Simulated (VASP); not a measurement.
# TiC (WC type) (P-6m2) in VASP: further runs, part 2 of 2

VASP 6.6.1. The steps go on from the part before.

## 5. Relaxation of cell and atoms, PBE, target pressure 51 GPa, at which the enthalpy is minimised

Contents of INCAR:

```
  PREC = Accurate
  ENCUT = 600
  EDIFF = 1E-6
  ISMEAR = -1
  SIGMA = 0.08
  LREAL = F
  LASPH = T
  NELM = 60
  ALGO = Normal
  ISIF = 3
  LWAVE = F
  LCHARG = F
  GGA = PE
  IBRION = 2
  NSW = 32
  EDIFFG = -0.005
  PSTRESS = 510.0
```

Contents of KPOINTS:

```
regular mesh
0
Gamma
  16 16 14
```

Contents of POSCAR:

```
TiC
1.0
    2.8412817948      0.0000000000      0.0000000000
   -1.4206408974      2.4606222136      0.0000000000
    0.0000000000      0.0000000000      2.6028458604
Ti C
1 1
Direct
    0.0000000000      0.0000000000      0.0000000000
    0.3333333333      0.6666666667      0.5000000000
```

Potentials or basis: VASP PAW PBE potentials, release 64 (Ti_sv, C).

On the command line:

```console
> cat potpaw_PBE.64/Ti_sv/POTCAR potpaw_PBE.64/C/POTCAR > POTCAR
> mpirun -np 1 vasp_std > vasp.out
```

OUTCAR:

```text
PREC = Accurate
   ENCUT = 600
   EDIFF = 1E-6
   ISMEAR = -1
   LREAL = F
   LASPH = T
   NELM = 60
   ISIF = 3
   GGA = PE
   IBRION = 2
   NSW = 32
   EDIFFG = -0.005
   PSTRESS = 510.0

 ion  position               nearest neighbor table
   1  0.000  0.000  0.000-   2 2.09   2 2.09   2 2.09   2 2.09   2 2.09   2 2.09
   2  0.333  0.667  0.500-   1 2.09   1 2.09   1 2.09   1 2.09   1 2.09   1 2.09

  LATTYP: Found a hexagonal cell.
 ALAT       =     2.8412817948
 C/A-ratio  =     0.9160815605

  Lattice vectors:

 A1 = (   2.8412817948,   0.0000000000,   0.0000000000)
 A2 = (  -1.4206408974,   2.4606222136,   0.0000000000)
 A3 = (   0.0000000000,   0.0000000000,   2.6028458604)

Analysis of symmetry for initial positions (statically):
=====================================================================
 Subroutine PRICEL returns:
 Original cell was already a primitive cell.

 Routine SETGRP: Setting up the symmetry group for a
 hexagonal supercell.

 Subroutine GETGRP returns: Found 12 space group operations
 (whereof 12 operations were pure point group operations)
 out of a pool of 24 trial point group operations.

The static configuration has the point symmetry D_3h.

Analysis of symmetry for dynamics (positions and initial velocities):
=====================================================================
 Subroutine PRICEL returns:
 Original cell was already a primitive cell.

 Routine SETGRP: Setting up the symmetry group for a
 hexagonal supercell.

 Subroutine GETGRP returns: Found 12 space group operations
 (whereof 12 operations were pure point group operations)
 out of a pool of 24 trial point group operations.

The dynamic configuration has the point symmetry D_3h.

 Subroutine INISYM returns: Found 12 space group operations
 (whereof 12 operations are pure point group operations),
 and found     1 'primitive' translations

----------------------------------------------------------------------------------------

                                     Primitive cell

  volume of cell :      18.1973

  direct lattice vectors                    reciprocal lattice vectors
     2.841281795  0.000000000  0.000000000     0.351953827  0.203200637  0.000000000
    -1.420640897  2.460622214  0.000000000     0.000000000  0.406401273  0.000000000
     0.000000000  0.000000000  2.602845860     0.000000000  0.000000000  0.384194860

  length of vectors
     2.841281795  2.841281795  2.602845860     0.406401273  0.406401273  0.384194860

  position of ions in fractional coordinates (direct lattice)
     0.000000000  0.000000000  0.000000000
     0.333333333  0.666666667  0.500000000

  ion indices of the primitive-cell ions
   primitive index   ion index
                 1           1
                 2           2

----------------------------------------------------------------------------------------

 KPOINTS: regular mesh

Automatic generation of k-mesh.
 Grid dimensions read from file:
 generate k-points for:   16   16   14

 Generating k-lattice:

  Cartesian coordinates                     Fractional coordinates (reciprocal lattice)
[... 49 lines left out ...]
   NGXF,Y,Z  is equivalent  to a cutoff of  28.09, 28.09, 30.66 a.u.
 SYSTEM =  unknown system
   PREC   = accura    normal or accurate (medium, high low for compatibility)
   ISTART =      0    job   : 0-new  1-cont  2-samecut
   ICHARG =      2    charge: 1-file 2-atom 10-const
   ISPIN  =      1    spin polarized calculation?
   LNONCOLLINEAR =      F non collinear calculations
   LSORBIT =      F    spin-orbit coupling
   LASPH  =      T    aspherical Exc in radial PAW
   ENCUT  =  600.0 eV  44.10 Ry    6.64 a.u.   5.67  5.67  5.20*2*pi/ulx,y,z
   NELM   =     60;   NELMIN=  2; NELMDL= -5     # of ELM steps
   EDIFF  = 0.1E-05   stopping-criterion for ELM
   LREAL  =      F    real-space projection
   EDIFFG = -.5E-02   stopping-criterion for IOM
   NSW    =     32    number of steps for IOM
   IBRION =      2    ionic relax: 0-MD 1-quasi-New 2-CG
   NFREE  =      1    steps in history (QN), initial steepest desc. (CG)
   ISIF   =      3    stress and relaxation
   ISYM   =      2    0-nonsym 1-usesym 2-fastsym
   POTIM  = 0.5000    time-step for ionic-motion
   TEBEG  =    0.0;   TEEND  =   0.0 temperature during run
   PSTRESS=  510.0 pullay stress
   NELECT =      16.0000    total number of electrons
   NUPDOWN=      -1.0000    fix difference up-down
   EMIN   =  10.00;   EMAX   =-10.00  energy-range for DOS
   EFERMI =   0.00;   METHOD = LEGACY
   ISMEAR =    -1;   SIGMA  =   0.08  broadening in eV -4-tet -1-fermi 0-gaus
   EFERMI_NEDOS =   21; number of points for ismear=-14 and -15
   IALGO  =     38    algorithm
   IMIX   =      4    mixing-type and parameters
     AMIX     =   0.40;   BMIX     =  1.00
     AMIX_MAG =   1.60;   BMIX_MAG =  1.00
  volume/ion in A,a.u.               =       9.10        61.40
  Fermi-wavevector in a.u.,A,eV,Ry     =   1.568359  2.963770 33.466947  2.459751
  Thomas-Fermi vector in A             =   2.670402
   LORBIT       =      0    0 simple, 1 ext, 2 COOP (PROOUT), +10 PAW based schemes
   GGA     = PE    functional components
   LHFCALC =     F    Hartree Fock is set to
   AEXX    =    0.0000 exact exchange contribution
   IVDW    =     0    specifies the selected vdW correction
   LEPSILON=     F    determine dielectric tensor
   LRPA    =     F    only Hartree local field effects (RPA)
 conjugate gradient relaxation of ions
 non-spin polarized calculation
  energy-cutoff  :      600.00
  volume of cell :       18.20
 maximum number of plane-waves:       628
 NGX is ok and might be reduce to    24
   NGX = 11   NGY = 11   NGZ = 11

--------------------------------------- Ionic step        1  -------------------------------------------

 number of electron      16.0000002 magnetization

 Free energy of the ion-electron system (eV)
  ---------------------------------------------------
  ext. energy  EPLUGINS =         0.00000000
  ---------------------------------------------------
  free energy    TOTEN  =       -16.88036223 eV

  energy without entropy =      -16.87505764  energy(sigma->0) =      -16.87770993

------------------------ aborting loop because EDIFF is reached ----------------------------------------

  FORCE on cell =-STRESS in cart. coord.  units (eV):
  Direction    XX          YY          ZZ          XY          YZ          ZX
  --------------------------------------------------------------------------------------
  -------------------------------------------------------------------------------------
  Total        5.7765301      5.7765301      5.7737717      0.0000000      0.0000000      0.0000000
  in kB      508.5924707    508.5924707    508.3496035      0.0000000      0.0000000      0.0000000
  external PRESSURE =      -1.4884850 kB  Pullay stress =     510.0000000 kB
[... 63 lines left out ...]
--------------------------------------- Ionic step        3  -------------------------------------------

 number of electron      16.0000002 magnetization

 Free energy of the ion-electron system (eV)
  ---------------------------------------------------
  ext. energy  EPLUGINS =         0.00000000
  ---------------------------------------------------
  free energy    TOTEN  =       -16.87856553 eV

  energy without entropy =      -16.87326132  energy(sigma->0) =      -16.87591342

 E-fermi :  10.5227     XC(G=0): -13.1989

 val. band max:       10.4646182191   @ k =   0.3125   0.0000   0.0000
 cond. band min:      10.5314475370   @ k =   0.3125   0.0000   0.0714
 fundamental gap:      0.0668293179
 Fermi energy:        10.5227340812

 k-point     1 :       0.0000    0.0000    0.0000
  band No.  band energies     occupation
      1     -45.4325      2.00000
      2     -21.4518      2.00000
      3     -21.4518      2.00000
      4     -21.0172      2.00000
      5      -2.1021      2.00000
      6       8.9421      2.00000
      7       8.9421      2.00000
      8       9.3486      2.00000
      9      13.0372      0.00000
     10      14.7308      0.00000
     11      14.7308      0.00000
     12      17.4819      0.00000
[... 331 lines left out ...]
 k-point    24 :       0.2500    0.1875    0.0000
  band No.  band energies     occupation
      1     -45.3206      2.00000
      2     -22.0765      2.00000
      3     -21.7073      2.00000
      4     -20.9241      2.00000
      5       0.4527      2.00000
      6       6.1142      2.00000
      7       9.0936      2.00000
      8      10.2003      1.96508
      9      11.3070      0.00011
     10      13.9419      0.00000
     11      14.8243      0.00000
     12      15.6645      0.00000

 [... further k-points ...]

------------------------ aborting loop because EDIFF is reached ----------------------------------------

  FORCE on cell =-STRESS in cart. coord.  units (eV):
  Direction    XX          YY          ZZ          XY          YZ          ZX
  --------------------------------------------------------------------------------------
  -------------------------------------------------------------------------------------
  Total        5.7947285      5.7947285      5.7960594      0.0000000      0.0000000      0.0000000
  in kB      510.3533128    510.3533128    510.4705327      0.0000000      0.0000000      0.0000000
  external PRESSURE =       0.3923861 kB  Pullay stress =     510.0000000 kB
[... 21 lines left out ...]
  energy  without entropy=      -16.8732613164  energy(sigma->0) =      -16.87591342

  enthalpy is  TOTEN    =       -11.0878486854 eV   P V=        5.7907168479

 reached required accuracy - stopping structural energy minimisation
```

OSZICAR:

```text
N       E                     dE             d eps       ncg     rms          rms(c)
DAV:   1     0.131735189136E+03    0.13174E+03   -0.93681E+03  5760   0.182E+03
DAV:   2    -0.110131802024E+02   -0.14275E+03   -0.13565E+03  5908   0.410E+02
DAV:   3    -0.220229693786E+02   -0.11010E+02   -0.10288E+02  7468   0.103E+02
[... 23 lines left out ...]
DAV:   2    -0.168785890149E+02    0.12172E-03   -0.74757E-04  7104   0.430E-01    0.357E-02
DAV:   3    -0.168785628192E+02    0.26196E-04   -0.12179E-04  7140   0.121E-01    0.149E-02
DAV:   4    -0.168785625603E+02    0.25889E-06   -0.34785E-05  6436   0.612E-02    0.821E-03
DAV:   5    -0.168785649816E+02   -0.24213E-05   -0.44104E-06  6724   0.218E-02    0.207E-03
DAV:   6    -0.168785655333E+02   -0.55168E-06   -0.24900E-06  5104   0.881E-03
   3 F= -.11087849E+02 E0= -.11085197E+02  d E =-.313053E-05
```

Wall time 2 min (1 thread of Intel Xeon Platinum 8259CL at 2.50GHz (Skylake/Cascade Lake), shared host); peak memory 0.2 GiB.

Results:

| Item | Value |
| --- | --- |
| Free energy | -16.8786 eV |
| Relaxed volume | 9.10 Å³/atom |
| Relaxed cell | a = 2.841 Å, b = 2.841 Å, c = 2.603 Å, α = 90.00°, β = 90.00°, γ = 120.00° |
| Space group after relaxing (to 0.05 Å) | P-6m2 (No. 187) |
| Energy change on relaxing (the enthalpy is what falls) | +0.9 meV/atom |
| Ionic steps | 3 |
| Pressure after relaxing | 51.0 GPa |

The path:
```csv
step,energy change (eV),largest force (eV/Å),pressure (GPa),volume (Å³)
1,0.0000,0.0000,50.85,18.20
2,0.0071,0.0000,51.26,18.18
3,0.0018,0.0000,51.04,18.19
```

Final structure:
```
CELL_PARAMETERS angstrom
2.84100 0.00000 0.00000
-1.42050 2.46038 0.00000
0.00000 0.00000 2.60255
ATOMIC_POSITIONS crystal
Ti 0.00000 0.00000 0.00000
C 0.33333 0.66667 0.50000
```

Caveat: the cell is relaxed towards a set pressure, so the enthalpy falls and the energy may rise.

## 6. Summary

```tsv
task	cell	cutoff (eV)	pressure (GPa)
single point	a = 2.841, b = 2.841, c = 2.603 Å, angles 90.0, 90.0, 120.0°, 2 atoms	520	51.0
relaxation of cell and atoms	relaxed to 51 GPa from a = 2.742, b = 2.742, c = 2.687 Å, angles 90.0, 90.0, 120.0°, 2 atoms	600	51.0
relaxation of cell and atoms	relaxed to 51 GPa from a = 2.841, b = 2.841, c = 2.603 Å, angles 90.0, 90.0, 120.0°, 2 atoms	600	51.0
```

Alike in all rows: level PBE; potentials or basis VASP PAW PBE potentials, release 64 (Ti_sv, C); no spin polarisation; k mesh 16 × 16 × 14; smearing fermi-dirac 0.08 eV.

Caveats: the cell is relaxed towards a set pressure, so the enthalpy falls and the energy may rise (some runs).

Total energies depend on the potentials used, so only differences within one code and one set of settings carry meaning.
